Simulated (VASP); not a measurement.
# C (P6_3/mmc) in VASP: notebook, part 2 of 2

VASP 6.6.1.

## (3) Single point, LDA (atoms displaced along a vibrational mode, the cell strained)

INCAR reads:

```
SYSTEM = C
ALGO = Normal
EDIFF = 1E-6
ENCUT = 1300
GGA = CA
GGA_COMPAT = .FALSE.
ISIF = 2
ISMEAR = 0
LASPH = .TRUE.
LCHARG = .TRUE.
LELF = .TRUE.
LREAL = .FALSE.
LVHAR = .TRUE.
LWAVE = .FALSE.
NBANDS = 26
NELM = 120
PREC = Accurate
SIGMA = 0.05
```

KPOINTS reads:

```
k-points
0
G
  12 12 4
  0 0 0
```

POSCAR reads:

```
C
1.0
    2.5477576841      0.0000000000      0.0000000000
   -1.2738788420      2.2064228771      0.0000000000
    0.0000000000      0.0000000000      7.8306598603
C
8
Direct
    0.0000000000      0.0000000000      0.0973191510
    0.0000000000      0.0000000000      0.5973191510
    0.0000000000      0.0000000000      0.4026808490
    0.0000000000      0.0000000000      0.9026808490
    0.3333333333      0.6666666667      0.1521368824
    0.6666666667      0.3333333333      0.6521368824
    0.3333333333      0.6666666667      0.3478631176
    0.6666666667      0.3333333333      0.8478631176
```

Potentials or basis: VASP PAW LDA potentials, release 64 (C_h).

Started as:

```
$ cat potpaw_LDA.64/C_h/POTCAR > POTCAR
$ mpirun -np 1 vasp_std > vasp.out
```

OUTCAR:

```text
SYSTEM = C
   EDIFF = 1E-6
   ENCUT = 1300
   GGA = CA
   ISIF = 2
   ISMEAR = 0
   LASPH = .TRUE.
   LREAL = .FALSE.
   NELM = 120
   PREC = Accurate

 ion  position               nearest neighbor table
   1  0.000  0.000  0.097-
   2  0.000  0.000  0.597-
   3  0.000  0.000  0.403-
   4  0.000  0.000  0.903-
   5  0.333  0.667  0.152-
   6  0.667  0.333  0.652-
   7  0.333  0.667  0.348-
   8  0.667  0.333  0.848-

  LATTYP: Found a hexagonal cell.
 ALAT       =     2.5477576841
 C/A-ratio  =     3.0735496979

  Lattice vectors:

 A1 = (   2.5477576841,   0.0000000000,   0.0000000000)
 A2 = (  -1.2738788420,   2.2064228771,   0.0000000000)
 A3 = (   0.0000000000,   0.0000000000,   7.8306598603)

Analysis of symmetry for initial positions (statically):
=====================================================================
 Subroutine PRICEL returns:
 Original cell was already a primitive cell.

 Routine SETGRP: Setting up the symmetry group for a
 hexagonal supercell.

 Subroutine GETGRP returns: Found 24 space group operations
 (whereof 12 operations were pure point group operations)
 out of a pool of 24 trial point group operations.

The static configuration has the point symmetry D_3d.
 The point group associated with its full space group is D_6h.

Analysis of symmetry for dynamics (positions and initial velocities):
=====================================================================
 Subroutine PRICEL returns:
 Original cell was already a primitive cell.

 Routine SETGRP: Setting up the symmetry group for a
 hexagonal supercell.

 Subroutine GETGRP returns: Found 24 space group operations
 (whereof 12 operations were pure point group operations)
 out of a pool of 24 trial point group operations.

The dynamic configuration has the point symmetry D_3d.
 The point group associated with its full space group is D_6h.

 Subroutine INISYM returns: Found 24 space group operations
 (whereof 12 operations are pure point group operations),
 and found     1 'primitive' translations

----------------------------------------------------------------------------------------

                                     Primitive cell

  volume of cell :      44.0195

  direct lattice vectors                    reciprocal lattice vectors
     2.547757684  0.000000000  0.000000000     0.392502005  0.226611138  0.000000000
    -1.273878842  2.206422877  0.000000000     0.000000000  0.453222277  0.000000000
     0.000000000  0.000000000  7.830659860     0.000000000  0.000000000  0.127703159

  length of vectors
     2.547757684  2.547757684  7.830659860     0.453222277  0.453222277  0.127703159

  position of ions in fractional coordinates (direct lattice)
     0.000000000  0.000000000  0.097319151
     0.000000000  0.000000000  0.597319151
     0.000000000  0.000000000  0.402680849
     0.000000000  0.000000000  0.902680849
     0.333333333  0.666666667  0.152136882
     0.666666667  0.333333333  0.652136882
     0.333333333  0.666666667  0.347863118
     0.666666667  0.333333333  0.847863118

  ion indices of the primitive-cell ions
   primitive index   ion index
                 1           1
[... 38 lines left out ...]
  0.166667 -0.000000  0.000000      6.000000
  0.250000  0.000000  0.000000      6.000000
  0.333333  0.000000  0.000000      6.000000
  0.416667  0.000000  0.000000      6.000000
[... 16 lines left out ...]
  0.250000  0.000000  0.250000     12.000000
  0.333333  0.000000  0.250000     12.000000
 [... further k-points ...]
   k-points           NKPTS =     57   k-points in BZ     NKDIM =     57   number of bands    NBANDS=     26
   number of dos      NEDOS =    301   number of ions     NIONS =      8
   total plane-waves  NPLWV =  86400
   dimension x,y,z NGX =    30 NGY =   30 NGZ =   96
   dimension x,y,z NGXF=    60 NGYF=   60 NGZF=  192
   ions per type =               8
   NGX,Y,Z   is equivalent  to a cutoff of  19.58, 19.58, 20.38 a.u.
   NGXF,Y,Z  is equivalent  to a cutoff of  39.15, 39.15, 40.76 a.u.
 SYSTEM =  C
   PREC   = accura    normal or accurate (medium, high low for compatibility)
   ISTART =      0    job   : 0-new  1-cont  2-samecut
   ICHARG =      2    charge: 1-file 2-atom 10-const
   ISPIN  =      1    spin polarized calculation?
   LNONCOLLINEAR =      F non collinear calculations
   LSORBIT =      F    spin-orbit coupling
   LASPH  =      T    aspherical Exc in radial PAW
   ENCUT  = 1300.0 eV  95.55 Ry    9.77 a.u.   7.49  7.49 23.02*2*pi/ulx,y,z
   NELM   =    120;   NELMIN=  2; NELMDL= -5     # of ELM steps
   EDIFF  = 0.1E-05   stopping-criterion for ELM
   LREAL  =      F    real-space projection
   EDIFFG = 0.1E-04   stopping-criterion for IOM
   NSW    =      0    number of steps for IOM
   IBRION =     -1    ionic relax: 0-MD 1-quasi-New 2-CG
   NFREE  =      0    steps in history (QN), initial steepest desc. (CG)
   ISIF   =      2    stress and relaxation
   ISYM   =      2    0-nonsym 1-usesym 2-fastsym
   POTIM  = 0.5000    time-step for ionic-motion
   TEBEG  =    0.0;   TEEND  =   0.0 temperature during run
   PSTRESS=    0.0 pullay stress
   NELECT =      32.0000    total number of electrons
   NUPDOWN=      -1.0000    fix difference up-down
   EMIN   =  10.00;   EMAX   =-10.00  energy-range for DOS
   EFERMI =   0.00;   METHOD = LEGACY
   ISMEAR =     0;   SIGMA  =   0.05  broadening in eV -4-tet -1-fermi 0-gaus
   EFERMI_NEDOS =   21; number of points for ismear=-14 and -15
   IALGO  =     38    algorithm
   IMIX   =      4    mixing-type and parameters
     AMIX     =   0.40;   BMIX     =  1.00
     AMIX_MAG =   1.60;   BMIX_MAG =  1.00
  volume/ion in A,a.u.               =       5.50        37.13
  Fermi-wavevector in a.u.,A,eV,Ry     =   1.472007  2.781689 29.481149  2.166803
  Thomas-Fermi vector in A             =   2.587074
   LORBIT       =      0    0 simple, 1 ext, 2 COOP (PROOUT), +10 PAW based schemes
   GGA     = CA    functional components
   LHFCALC =     F    Hartree Fock is set to
   AEXX    =    0.0000 exact exchange contribution
   IVDW    =     0    specifies the selected vdW correction
   LEPSILON=     F    determine dielectric tensor
   LRPA    =     F    only Hartree local field effects (RPA)
 non-spin polarized calculation
 Gauss-broadening in eV      SIGMA  =   0.05
  energy-cutoff  :     1300.00
  volume of cell :       44.02
 maximum number of plane-waves:      4721
 NGX is ok and might be reduce to    30
   NGX = 15   NGY = 15   NGZ = 47

 number of electron      31.9999999 magnetization

 Free energy of the ion-electron system (eV)
  ---------------------------------------------------
  ext. energy  EPLUGINS =         0.00000000
  ---------------------------------------------------
  free energy    TOTEN  =       -80.18172400 eV

  energy without entropy =      -80.18172400  energy(sigma->0) =      -80.18172400

 E-fermi :  12.3848     XC(G=0): -13.7988

 val. band max:       12.1883461873   @ k =   0.0000   0.0000   0.0000
 cond. band min:      15.0172094605   @ k =   0.5000   0.0000   0.0000
 fundamental gap:      2.8288632732
 Fermi energy:        12.3848025450

 k-point     1 :       0.0000    0.0000    0.0000
  band No.  band energies     occupation
      1     -10.3902      2.00000
      2      -8.4876      2.00000
      3      -8.4579      2.00000
      4      -3.5453      2.00000
      5      -2.0293      2.00000
      6       5.7490      2.00000
[... 685 lines left out ...]
     25      22.4123      0.00000
     26      24.5303      0.00000

 [... further k-points ...]

------------------------ aborting loop because EDIFF is reached ----------------------------------------

  FORCE on cell =-STRESS in cart. coord.  units (eV):
  Direction    XX          YY          ZZ          XY          YZ          ZX
  --------------------------------------------------------------------------------------
  -------------------------------------------------------------------------------------
  Total       -6.8353897     -6.8353897     16.3227680     -0.0000000      0.0000000     -0.0000000
  in kB     -248.7875425   -248.7875425    594.0994609     -0.0000000      0.0000000     -0.0000000
  external PRESSURE =      32.1747919 kB  Pullay stress =       0.0000000 kB

 VOLUME and BASIS-vectors are now :
 -----------------------------------------------------------------------------
  energy-cutoff  :     1300.00
  volume of cell :       44.02
      direct lattice vectors                 reciprocal lattice vectors
     2.547757684  0.000000000  0.000000000     0.392502005  0.226611138  0.000000000
    -1.273878842  2.206422877  0.000000000     0.000000000  0.453222277  0.000000000
     0.000000000  0.000000000  7.830659860     0.000000000  0.000000000  0.127703159

 POSITION                                       TOTAL-FORCE (eV/Angst)
 -----------------------------------------------------------------------------------
      0.00000      0.00000      0.76207        -0.000000      0.000000     -2.434360
      0.00000      0.00000      4.67740         0.000000      0.000000     -2.434360
      0.00000      0.00000      3.15326        -0.000000     -0.000000      2.434360
      0.00000      0.00000      7.06859         0.000000     -0.000000      2.434360
     -0.00000      1.47095      1.19133        -0.000000      0.000000      1.596119
      1.27388      0.73547      5.10666         0.000000     -0.000000      1.596119
     -0.00000      1.47095      2.72400        -0.000000      0.000000     -1.596119
      1.27388      0.73547      6.63933        -0.000000     -0.000000     -1.596119
 -----------------------------------------------------------------------------------
    total drift:                                0.000000     -0.000000      0.000000

  FREE ENERGIE OF THE ION-ELECTRON SYSTEM (eV)
  ---------------------------------------------------
  free  energy   TOTEN  =       -80.1817240038 eV

  energy  without entropy=      -80.1817240038  energy(sigma->0) =      -80.18172400
```

Wall time 3.1 min (1 thread of Intel Xeon Platinum 8259CL at 2.50GHz (Skylake/Cascade Lake), shared host); peak memory 0.32 GiB.

What came out:

```
Free energy            : -80.1817 eV
Pressure               : 3.2 GPa
Largest force          : 2.434 eV/Å
Band gap on the k mesh : 2.83 eV (least direct gap 4.27 eV)
```

Forces on the atoms (eV/Å):
```
C    0.000  0.000 -2.434
C    0.000  0.000 -2.434
C    0.000  0.000  2.434
C    0.000  0.000  2.434
C    0.000  0.000  1.596
C    0.000  0.000  1.596
C    0.000  0.000 -1.596
C    0.000  0.000 -1.596
```

Caveat: the cell differs from its parent crystal (atoms displaced along a vibrational mode, the cell strained); the stress differs along the axes, from -25 to 59 GPa; forces of over 1 eV/Å act on the atoms, so gaps and moduli don't describe the material at rest. A k mesh can miss the band edges.

## (4) Single point, LDA (atoms displaced along a vibrational mode)

INCAR reads:

```
SYSTEM = C
  ALGO = Normal
  EDIFF = 1E-6
  ENCUT = 1300
  GGA = CA
  GGA_COMPAT = .False.
  ISIF = 2
  ISMEAR = 0
  LASPH = .True.
  LCHARG = .False.
  LREAL = .False.
  LWAVE = .False.
  NBANDS = 26
  NELM = 120
  PREC = Accurate
  SIGMA = 0.05
```

KPOINTS reads:

```
k-points
0
Gamma
  12 12 4
  0 0 0
```

POSCAR reads:

```
C
1.0
    2.4896249417      0.0000000000      0.0000000000
   -1.2448124708      2.1560784454      0.0000000000
    0.0000000000      0.0000000000      8.2142660865
C
8
Direct
    0.0000000000      0.0000000000      0.0900147857
    0.0000000000      0.0000000000      0.5900147857
    0.0000000000      0.0000000000      0.4099852143
    0.0000000000      0.0000000000      0.9099852143
    0.3333333333      0.6666666667      0.1578160184
    0.6666666667      0.3333333333      0.6578160184
    0.3333333333      0.6666666667      0.3421839816
    0.6666666667      0.3333333333      0.8421839816
```

Started as:

```
$ cat potpaw_LDA.64/C_h/POTCAR > POTCAR
$ mpirun -np 1 vasp_std > vasp.out
```

Run time: 2.4 min. Hardware: 1 thread of AMD EPYC 7R13 (Zen 3), shared host; peak memory 0.29 GiB.

Results (log left out):

```
Free energy            : -80.8487 eV
Pressure               : 1.4 GPa
Largest force          : 1.989 eV/Å
Band gap on the k mesh : 4.19 eV (least direct gap 4.62 eV)
```

Forces in eV/Å, atoms in the order of the input:
```
C    0.000  0.000  1.989
C    0.000  0.000  1.989
C    0.000  0.000 -1.989
C    0.000  0.000 -1.989
C    0.000  0.000 -1.516
C    0.000  0.000 -1.516
C    0.000  0.000  1.516
C    0.000  0.000  1.516
```

Stress tensor (GPa, compression positive):
```
-0.11  0.00  0.00
 0.00 -0.11  0.00
 0.00  0.00  4.43
```

Levels at points of the mesh, in eV from the valence-band top:
| k point | band 14 | band 15 | band 16 | band 17 | band 18 | band 19 |
| --- | --- | --- | --- | --- | --- | --- |
| (0.00, 0.00, 0.00) | -1.39 | 0.00 | 0.00 | 4.62 | 4.62 | 5.81 |
| (0.50, 0.00, 0.00) | -5.23 | -4.52 | -3.04 | 4.33 | 5.03 | 5.83 |
| (0.00, 0.00, 0.50) | -0.78 | -0.78 | -0.78 | 5.55 | 5.55 | 5.55 |
| (0.50, 0.00, 0.50) | -5.59 | -3.85 | -3.85 | 4.69 | 4.69 | 6.36 |

Caveat: the cell differs from its parent crystal (atoms displaced along a vibrational mode); forces of over 1 eV/Å act on the atoms, so gaps and moduli don't describe the material at rest. A k mesh can miss the band edges.

## (5) The runs side by side

```csv
cell,gap on the mesh (eV),pressure (GPa),largest force (eV/Å)
"a = 2.519, b = 2.519, c = 8.023 Å, angles 90.0, 90.0, 120.0°, 8 atoms, atomic positions A",3.82,3.9,2.35
"a = 2.548, b = 2.548, c = 7.831 Å, angles 90.0, 90.0, 120.0°, 8 atoms, atomic positions B",2.83,3.2,2.43
"a = 2.490, b = 2.490, c = 8.214 Å, angles 90.0, 90.0, 120.0°, 8 atoms, atomic positions A",4.19,1.4,1.99
```

Alike in all rows: task single point; level LDA; potentials or basis VASP PAW LDA potentials, release 64 (C_h); no spin polarisation; k mesh 12 × 12 × 4; cutoff (eV) 1300; smearing gaussian 0.05 eV.

Caveats: forces of over 1 eV/Å act on the atoms, so gaps and moduli don't describe the material at rest; the stress differs along the axes, from -14 to 40 GPa (at least some runs); the stress differs along the axes, from -25 to 59 GPa (at least some runs).

Total energies depend on the potentials used, so only differences within one code and one set of settings carry meaning.
